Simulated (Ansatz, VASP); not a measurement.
**Rh: VASP beside Ansatz**

File INCAR:

```
PREC = Accurate
ENCUT = 520
EDIFF = 1E-6
ISMEAR = 0
SIGMA = 0.15
LREAL = False
LASPH = True
NELM = 80
ALGO = Fast
ISIF = 2
LWAVE = False
LCHARG = False
GGA = PS
NBANDS = 22
```

The input KPOINTS:

```
Automatic mesh
0
Gamma
  18 18 12
```

The input POSCAR:

```
Rh
1.0
    2.9699397084      0.0000000000      0.0000000000
   -1.4849698542      2.3650972278      0.0000000000
    0.0000000000      0.0000000000      4.4284890000
Rh
2
Direct
    0.6666666667      0.3333333333      0.7500000000
    0.3333333333      0.6666666667      0.2500000000
```

Input for Ansatz:

```yaml
crystal:
  lattice:
    - [2.9699397084, 0.0, 0.0]
    - [-1.4849698542, 2.3650972278, 0.0]
    - [0.0, 0.0, 4.428489]
  atoms:
    - { symbol: Rh, position: [0.6666666667, 0.3333333333, 0.75] }
    - { symbol: Rh, position: [0.3333333333, 0.6666666667, 0.25] }
basis:
  ecutwfc: 420
kpoints:
  mp_grid: { grid: [18, 18, 12] }
hamiltonian:
  xc: pbesol
scf:
  occupations: { method: gaussian, width: 0.15 }
output:
  forces: true
  stress: true
  eigenvalues: true
  write_density: true
  write_potential: true
  elf: true
  volumetric_format: npy
```

Change from the starting cell: strain +0.0875 x Voigt [1, 0, 0, 0, 0, 0], atoms carried along.

Alike in both runs: task single point; functional PBEsol; k mesh 18 × 18 × 12; occupations gaussian, width 0.15 eV; no spin polarisation.

|  | VASP | Ansatz |
| --- | --- | --- |
| version | VASP 6.6.1 | Ansatz 0.2.0 |
| potentials or method | VASP PAW PBE potentials, release 64 (Rh_pv), cutoff 520 eV | scalar-relativistic, plane waves, PAW |
| valence electrons in the cell | 30 | 34 |

Ansatz gave:

| Property | Result |
| --- | --- |
| gap on the k mesh at the Fermi level (eV) | none |
| pressure (GPa) | -26.9 |
| traceless stress, the component that is largest in VASP (GPa) | -6.13 |
| rms of the force components (eV/Å) | 0.072 |

What did VASP give for the same quantities?

gap on the k mesh at the Fermi level (eV): none; pressure (GPa): -27.0; traceless stress, the component that is largest in VASP (GPa): -6.15; rms of the force components (eV/Å): 0.072.

VASP's potentials were made for PBE, not for PBEsol. Atom by atom the forces differ by 0.000 eV/Å (rms over components). A gap of «none» marks a metal or a gap that the smearing closes. VASP's potentials hold 30 valence electrons a cell and Ansatz's 34, so a difference there can come from the potentials and not from the codes.
